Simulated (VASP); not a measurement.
Gd:

```
Gd
1.0
    -2.05165    2.05165    2.05165
     2.05165   -2.05165    2.05165
     2.05165    2.05165   -2.05165
Gd
1
Direct
  0.00000 0.00000 0.00000
```

This cell differs from its parent crystal: volume scaled by 1.04.

Base run:

| Quantity | Value |
| --- | --- |
| Program | VASP 6.6.1 |
| Functional | PBE |
| Potentials or basis | VASP PAW PBE potentials, release 64 (Gd) |
| Cutoff | 520 eV |
| k mesh | 9 × 9 × 9 |
| Occupations | fermi-dirac, width 0.05 eV |
| Spin | collinear spin, ferromagnetic start |
| Starting moments | [7.0] μB |

Its results: pressure -1.4 GPa; net moment 7.62 μB per cell; site moments Gd +6.99 μB.

Question: The run is repeated on the same cell with these changes: functional from PBE to PBEsol; further incar settings from ALGO = Normal; EDIFF = 1e-06; NBANDS = 19 to ALGO = Fast; EDIFF = 1e-07; NBANDS = 19. What comes out?

Answer: Pressure -3.4 GPa; net moment 7.62 μB per cell; site moments Gd +7.00 μB.

Caveats: the PAW data sets were made with another functional, which shifts forces and pressure a little (some runs).
